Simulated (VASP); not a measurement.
## AlSi4NO8: single point with PBE

AlSi4NO8:

```
CELL_PARAMETERS angstrom
5.75721 -0.10848 0.03555
-0.10848 5.90471 -0.07680
0.03555 -0.07680 5.97479
ATOMIC_POSITIONS crystal
Si 0.22136 0.47180 0.38846
Si 0.60341 0.39271 0.01984
Si 0.11728 0.14575 0.03350
Si 0.38996 0.77719 0.75625
O 0.18588 0.88280 0.92613
O 0.62529 0.61330 0.85691
O 0.00123 0.63667 0.30824
O 0.36732 0.25850 0.92363
O 0.14277 0.21051 0.31079
O 0.85366 0.25016 0.96688
O 0.55220 0.89670 0.56830
O 0.22340 0.57074 0.64344
Al 0.72079 0.67613 0.44236
N 0.52420 0.48048 0.28816
```

- Program: VASP 6.6.1
- Task: single point
- Functional: PBE
- Potentials or basis: VASP PAW PBE potentials, release 64 (Si, O, Al, N)
- Cutoff: 520 eV
- k mesh: 1 × 1 × 1, shifted
- Occupations: fermi-dirac, width 0.05 eV
- Spin: no spin polarisation
- Dipole correction: no
- Further INCAR settings: ALGO = Normal; EDIFF = 1e-06; NBANDS = 49; ISYM = 0

```yaml
Pressure: -7.9 GPa
Largest_force: 2.112 eV/Å
Band_gap_on_the_k_mesh: 4.21 eV
```

Forces in eV/Å, atoms in the order of the input:
```
Si   0.503  1.180 -1.487
Si   0.235 -0.227  0.279
Si   0.839  0.424 -0.266
Si   0.031 -1.831  1.052
O   -0.232  1.013  0.386
O   -0.885  1.511 -0.854
O   -0.570 -0.290  0.631
O   -0.654 -0.249  0.416
O   -0.632 -1.084 -0.862
O    0.653 -0.790  0.556
O    0.462  0.190 -0.498
O    0.467 -0.226  0.729
Al   0.895 -0.158 -0.545
N   -1.110  0.536  0.462
```

Stress tensor (GPa, compression positive):
```
-18.94  10.42   5.54
 10.42  -2.98  -4.44
  5.54  -4.44  -1.90
```

Levels at points of the mesh, in eV from the valence-band top:
```
           k point  band 33  band 34  band 35  band 36  band 37  band 38  band 39  band 40
(0.25, 0.25, 0.25)    -1.02    -0.84    -0.28     0.00     4.21     5.50     6.29     6.66
```

Wall time 38 s on 1 thread of Intel Xeon 8259CL (shared host), peak memory 0.32 GiB.

Caveat: the k points lie up to 1.09 Å⁻¹ apart.
